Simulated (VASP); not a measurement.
# Ta2N (P-3m1) in VASP: a series of runs

Ta2N is run at these levels: PBE, LDA; tasks: vibrations by perturbation theory.

Everything below comes from runs of VASP 6.6.1. Logs are shortened: lines on timing, memory, paths and dates and some standing lists are left out, and cuts for length are marked.

## (1) The cell of the first run

Symmetry: P-3m1, No. 164, trigonal system. The conventional cell has a = 3.113 Å, b = 3.113 Å, c = 4.870 Å, α = 90.00°, β = 90.00°, γ = 120.00°. Within 2.9 Å of Ta (site symmetry 3m) lie 3 N at 2.18 Å. N (site symmetry -3m) has 6 Ta at 2.18 Å within 2.9 Å.

## (2) Vibrations by perturbation theory, PBE

Input file INCAR:

```
PREC = Accurate ; ENCUT = 520
EDIFF = 1E-8 ; ISMEAR = -1
SIGMA = 0.05 ; LREAL = False
LASPH = True ; NELM = 80
ALGO = Normal ; ISIF = 2
LWAVE = False ; LCHARG = False
GGA = PE ; NBANDS = 20
IBRION = 8 ; NSW = 1
```

Input file KPOINTS:

```
Automatic mesh
0
Gamma
  7 7 5
```

Input file POSCAR:

```
Ta2N
1.0
    3.1128615060      0.0000000000      0.0000000000
   -1.5564307530      2.6958171426      0.0000000000
    0.0000000000      0.0000000000      4.8698410000
Ta N
2 1
Direct
    0.3333333333      0.6666666667      0.2547110000
    0.6666666667      0.3333333333      0.7452890000
    0.0000000000      0.0000000000      0.0000000000
```

Potentials or basis: VASP PAW PBE potentials, release 64 (Ta_pv, N).

The run is started by

```
$ cat potpaw_PBE.64/Ta_pv/POTCAR potpaw_PBE.64/N/POTCAR > POTCAR
$ mpirun -np 1 vasp_std > vasp.out
```

OUTCAR:

```text
PREC = Accurate
   ENCUT = 520
   EDIFF = 1E-8
   ISMEAR = -1
   LREAL = False
   LASPH = True
   NELM = 80
   ISIF = 2
   GGA = PE
   IBRION = 8
   NSW = 1

 ion  position               nearest neighbor table
   1  0.333  0.667  0.255-   3 2.18   3 2.18   3 2.18   2 2.99   2 2.99   2 2.99   2 3.06   2 3.06
                             2 3.06
   2  0.667  0.333  0.745-   3 2.18   3 2.18   3 2.18   1 2.99   1 2.99   1 2.99   1 3.06   1 3.06
                             1 3.06
   3  0.000  0.000  0.000-   1 2.18   2 2.18   1 2.18   2 2.18   2 2.18   1 2.18

  LATTYP: Found a hexagonal cell.
 ALAT       =     3.1128615060
 C/A-ratio  =     1.5644258476

  Lattice vectors:

 A1 = (   3.1128615060,   0.0000000000,   0.0000000000)
 A2 = (  -1.5564307530,   2.6958171426,   0.0000000000)
 A3 = (   0.0000000000,   0.0000000000,   4.8698410000)

Analysis of symmetry for initial positions (statically):
=====================================================================
 Subroutine PRICEL returns:
 Original cell was already a primitive cell.

 Routine SETGRP: Setting up the symmetry group for a
 hexagonal supercell.

 Subroutine GETGRP returns: Found 12 space group operations
 (whereof 12 operations were pure point group operations)
 out of a pool of 24 trial point group operations.

The static configuration has the point symmetry D_3d.

Analysis of symmetry for dynamics (positions and initial velocities):
=====================================================================
 Subroutine PRICEL returns:
 Original cell was already a primitive cell.

 Routine SETGRP: Setting up the symmetry group for a
 hexagonal supercell.

 Subroutine GETGRP returns: Found 12 space group operations
 (whereof 12 operations were pure point group operations)
 out of a pool of 24 trial point group operations.

The dynamic configuration has the point symmetry D_3d.

 Subroutine INISYM returns: Found 12 space group operations
 (whereof 12 operations are pure point group operations),
 and found     1 'primitive' translations

----------------------------------------------------------------------------------------

                                     Primitive cell

  volume of cell :      40.8663

  direct lattice vectors                    reciprocal lattice vectors
     3.112861506  0.000000000  0.000000000     0.321247829  0.185472520  0.000000000
    -1.556430753  2.695817143  0.000000000     0.000000000  0.370945041  0.000000000
     0.000000000  0.000000000  4.869841000     0.000000000  0.000000000  0.205345513

  length of vectors
     3.112861506  3.112861506  4.869841000     0.370945041  0.370945041  0.205345513

  position of ions in fractional coordinates (direct lattice)
     0.333333333  0.666666667  0.254711000
     0.666666667  0.333333333  0.745289000
     0.000000000  0.000000000  0.000000000

  ion indices of the primitive-cell ions
   primitive index   ion index
                 1           1
                 2           2
                 3           3

----------------------------------------------------------------------------------------

 KPOINTS: Automatic mesh

Automatic generation of k-mesh.
 Grid dimensions read from file:
[... 90 lines left out ...]
   GGA     = PE    functional components
   LHFCALC =     F    Hartree Fock is set to
   AEXX    =    0.0000 exact exchange contribution
   IVDW    =     0    specifies the selected vdW correction
   LEPSILON=     F    determine dielectric tensor
   LRPA    =     F    only Hartree local field effects (RPA)
 non-spin polarized calculation
  energy-cutoff  :      520.00
  volume of cell :       40.87
 maximum number of plane-waves:      1113
 NGX is ok and might be reduce to    24
   NGX = 11   NGY = 11   NGZ = 19

--------------------------------------- Ionic step        1  -------------------------------------------

 number of electron      26.9999996 magnetization

 Free energy of the ion-electron system (eV)
  ---------------------------------------------------
  ext. energy  EPLUGINS =         0.00000000
  ---------------------------------------------------
  free energy    TOTEN  =       -34.36762613 eV

  energy without entropy =      -34.35426900  energy(sigma->0) =      -34.36094757

 E-fermi :   7.5141     XC(G=0): -12.8459

 val. band max:        7.4925903129   @ k =   0.1429  -0.0000   0.2000
 cond. band min:       7.5320904282   @ k =   0.0000   0.2857   0.4000
 fundamental gap:      0.0395001153
 Fermi energy:         7.5141102494

 k-point     1 :       0.0000    0.0000    0.0000
  band No.  band energies     occupation
      1     -28.2182      2.00000
      2     -27.5052      2.00000
      3     -27.5052      2.00000
      4     -27.3799      2.00000
      5     -27.3799      2.00000
      6     -27.2641      2.00000
[... 541 lines left out ...]
     19      11.2353      0.00000
     20      12.3654      0.00000

 [... further k-points ...]
[... 5 lines left out ...]
  --------------------------------------------------------------------------------------
  -------------------------------------------------------------------------------------
  Total       -0.1466916     -0.1466916     -0.2504742      0.0000000     -0.0000000      0.0000000
  in kB       -5.7510992     -5.7510992     -9.8199341      0.0000000     -0.0000000      0.0000000
  external PRESSURE =      -7.1073775 kB  Pullay stress =       0.0000000 kB

 VOLUME and BASIS-vectors are now :
 -----------------------------------------------------------------------------
  energy-cutoff  :      520.00
  volume of cell :       40.87
      direct lattice vectors                 reciprocal lattice vectors
     3.112861506  0.000000000  0.000000000     0.321247829  0.185472520  0.000000000
    -1.556430753  2.695817143  0.000000000     0.000000000  0.370945041  0.000000000
     0.000000000  0.000000000  4.869841000     0.000000000  0.000000000  0.205345513

 POSITION                                       TOTAL-FORCE (eV/Angst)
 -----------------------------------------------------------------------------------
     -0.00000      1.79721      1.24040        -0.000000     -0.000000      0.078133
      1.55643      0.89861      3.62944         0.000000      0.000000     -0.078133
      0.00000      0.00000      0.00000        -0.000000      0.000000      0.000000
 -----------------------------------------------------------------------------------
    total drift:                               -0.000000      0.000000      0.000000

  FREE ENERGIE OF THE ION-ELECTRON SYSTEM (eV)
  ---------------------------------------------------
  free  energy   TOTEN  =       -34.3676261330 eV

  energy  without entropy=      -34.3542689979  energy(sigma->0) =      -34.36094757

[... ionic steps 2 to 9 ...]

--------------------------------------- Ionic step       10  -------------------------------------------

------------------------ aborting loop because EDIFF is reached ----------------------------------------

[... ionic steps 11 to 11 ...]

--------------------------------------- Ionic step       12  -------------------------------------------

 Free energy of the ion-electron system (eV)
  ---------------------------------------------------
  ---------------------------------------------------
  free energy    TOTEN  =        -0.24830876 eV

  energy without entropy =       -0.24830876

------------------------ aborting loop because EDIFF is reached ----------------------------------------

 INTERNAL STRAIN TENSOR  FOR ION    3  DIRECTION 3   (eV/Angst):
 -----------------------------------------------------------------------------
     0.01038  0.00000  0.00000
     0.00000  0.01038 -0.00000
     0.00000  0.00000 -0.01230

 INTERNAL STRAIN TENSOR FOR ION    3 for displacements in x,y,z  (eV/Angst):
          X           Y           Z          XY          YZ          ZX
  --------------------------------------------------------------------------------
  x     0.00000     0.00000     0.00000     0.00000     0.00000     0.00000
  y     0.00000     0.00000     0.00000     0.00000     0.00000     0.00000
  z     0.00000     0.00000     0.00000     0.00000     0.00000     0.00000

 SECOND DERIVATIVES (NOT SYMMETRIZED)
 ------------------------------------
               1X          1Y          1Z          2X          2Y          2Z          3X          3Y          3Z
  1X    -5.589390    0.000000    0.000000   -0.370721    0.000000    0.000000    5.960111    0.000000    0.000000
  1Y     0.000000   -5.589390    0.000000    0.000000   -0.370721   -0.000000    0.000000    5.960111    0.000000
  1Z     0.000000   -0.000000  -13.367076   -0.000000   -0.000000    6.323414    0.000000   -0.000000    7.043662
  2X    -0.370721    0.000000    0.000000   -5.589390    0.000000    0.000000    5.960111    0.000000    0.000000
  2Y     0.000000   -0.370721   -0.000000    0.000000   -5.589390    0.000000    0.000000    5.960111    0.000000
  2Z    -0.000000   -0.000000    6.323414    0.000000   -0.000000  -13.367076    0.000000   -0.000000    7.043662
  3X     5.662973    0.000000    0.000000    5.662973    0.000000    0.000000  -11.325945    0.000000    0.000000
  3Y     0.000000    5.662973    0.000000    0.000000    5.662973    0.000000    0.000000  -11.325945    0.000000
  3Z     0.000000   -0.000000    7.058692    0.000000   -0.000000    7.058692    0.000000   -0.000000  -14.117384

 Eigenvectors and eigenvalues of the dynamical matrix
 ----------------------------------------------------

   1 f  =   15.998293 THz   100.520238 2PiTHz  533.645607 cm-1    66.163593 meV
             X         Y         Z           dx          dy          dz
     -0.000000  1.797211  1.240402     0.000000   -0.000000   -0.136328
      1.556431  0.898606  3.629439     0.000000   -0.000000   -0.136328
      0.000000  0.000000  0.000000    -0.000000    0.000000    0.981239
[... 43 lines left out ...]
   9 f/i=    0.071123 THz     0.446878 2PiTHz    2.372400 cm-1     0.294140 meV
             X         Y         Z           dx          dy          dz
     -0.000000  1.797211  1.240402    -0.693064   -0.009445   -0.000000
      1.556431  0.898606  3.629439    -0.693064   -0.009445   -0.000000
      0.000000  0.000000  0.000000    -0.197839   -0.002696   -0.000000

--------------------------------------------------------------------------------------------------------

 ELASTIC MODULI CONTR FROM IONIC RELAXATION (kBar)
 Direction    XX          YY          ZZ          XY          YZ          ZX
 --------------------------------------------------------------------------------
 XX        -358.0710   -347.6239     60.2929     -0.0000      2.8587      0.0000
 YY        -347.6239   -358.0710     60.2929     -0.0000     -2.8587      0.0000
 ZZ          60.2929     60.2929    -10.3026      0.0000     -0.0000     -0.0000
 XY          -0.0000     -0.0000      0.0000     -5.2235     -0.0000     32.6355
 YZ           2.8587     -2.8587     -0.0000     -0.0000     -1.5645      0.0000
 ZX           0.0000      0.0000     -0.0000     32.6355      0.0000   -203.8999
 --------------------------------------------------------------------------------
```

Wall time 11 min (1 thread of AMD EPYC 7R43 (Zen 3), shared host); peak memory 0.29 GiB.

What came out:

```
Highest phonon frequency at Γ, LO-TO splitting left out : 534 cm⁻¹
```

Phonon frequencies in cm⁻¹ (negative: imaginary):
```tsv
q point	frequencies
(0.000, 0.000, 0.000)	-2 -2 0 89 89 172 478 478 534
```

Caveat: spin-orbit coupling is left out, which moves the levels of the heavy elements.

## (3) Vibrations by perturbation theory, LDA

Input file INCAR:

```
SYSTEM = Ta2N
PREC = Accurate ; ENCUT = 520
EDIFF = 1E-8 ; ISMEAR = -1
SIGMA = 0.05 ; LREAL = .FALSE.
LASPH = .TRUE. ; NELM = 100
ALGO = Normal ; ISIF = 2
LWAVE = .FALSE. ; LCHARG = .FALSE.
GGA = CA ; IBRION = 8
NSW = 1
```

Input file KPOINTS:

```
Automatic mesh
0
G
  7 7 5
  0 0 0
```

POSCAR is that of step 2.

Potentials or basis: VASP PAW LDA potentials, release 64 (Ta_pv, N).

The run is started by

```
$ cat potpaw_LDA.64/Ta_pv/POTCAR potpaw_LDA.64/N/POTCAR > POTCAR
$ mpirun -np 1 vasp_std > vasp.out
```

OUTCAR:

```text
SYSTEM = Ta2N
   PREC = Accurate
   ENCUT = 520
   EDIFF = 1E-8
   ISMEAR = -1
   LREAL = .FALSE.
   LASPH = .TRUE.
   NELM = 100
   ISIF = 2
   GGA = CA
   IBRION = 8
   NSW = 1

 ion  position               nearest neighbor table
   1  0.333  0.667  0.255-   3 2.18   3 2.18   3 2.18   2 2.99   2 2.99   2 2.99   2 3.06   2 3.06
                             2 3.06
   2  0.667  0.333  0.745-   3 2.18   3 2.18   3 2.18   1 2.99   1 2.99   1 2.99   1 3.06   1 3.06
                             1 3.06
   3  0.000  0.000  0.000-   1 2.18   2 2.18   1 2.18   2 2.18   2 2.18   1 2.18

[... 752 lines left out ...]
  3Y     0.000000    5.343886    0.000000    0.000000    5.343886    0.000000    0.000000  -10.687773    0.000000
  3Z     0.000000    0.000000    6.710450    0.000000    0.000000    6.710450   -0.000000    0.000000  -13.420900

 Eigenvectors and eigenvalues of the dynamical matrix
 ----------------------------------------------------

   1 f  =   15.598698 THz    98.009512 2PiTHz  520.316569 cm-1    64.511004 meV
             X         Y         Z           dx          dy          dz
     -0.000000  1.797211  1.240402     0.000000   -0.000000   -0.136336
      1.556431  0.898606  3.629439     0.000000   -0.000000   -0.136336
      0.000000  0.000000  0.000000    -0.000000    0.000000    0.981236
[... 43 lines left out ...]
   9 f/i=    0.036824 THz     0.231372 2PiTHz    1.228319 cm-1     0.152292 meV
             X         Y         Z           dx          dy          dz
     -0.000000  1.797211  1.240402    -0.689880    0.070276    0.000000
      1.556431  0.898606  3.629439    -0.689880    0.070276    0.000000
      0.000000  0.000000  0.000000    -0.194581    0.019821    0.000000

--------------------------------------------------------------------------------------------------------

 ELASTIC MODULI CONTR FROM IONIC RELAXATION (kBar)
 Direction    XX          YY          ZZ          XY          YZ          ZX
 --------------------------------------------------------------------------------
 XX        -330.6811   -328.5065      8.8271     -0.0000      1.7539      0.0000
 YY        -328.5065   -330.6811      8.8271     -0.0000     -1.7539      0.0000
 ZZ           8.8271      8.8271     -0.2364      0.0000     -0.0000     -0.0000
 XY          -0.0000     -0.0000      0.0000     -1.0873     -0.0000     14.8022
 YZ           1.7539     -1.7539     -0.0000     -0.0000     -2.8292      0.0000
 ZX           0.0000      0.0000     -0.0000     14.8022      0.0000   -201.5170
 --------------------------------------------------------------------------------
```

Wall time 13 min (1 thread of AMD EPYC 7R43 (Zen 3), shared host); peak memory 0.25 GiB.

What came out:

| Property | Result |
| --- | --- |
| Highest phonon frequency at Γ, LO-TO splitting left out | 520 cm⁻¹ |

Phonon frequencies in cm⁻¹ (negative: imaginary):
```
              q point                    frequencies
(0.000, 0.000, 0.000)  -1 -1 0 91 91 164 465 465 520
```

Caveat: the cell wasn't relaxed at this level first, which shifts response properties; spin-orbit coupling is left out, which moves the levels of the heavy elements.
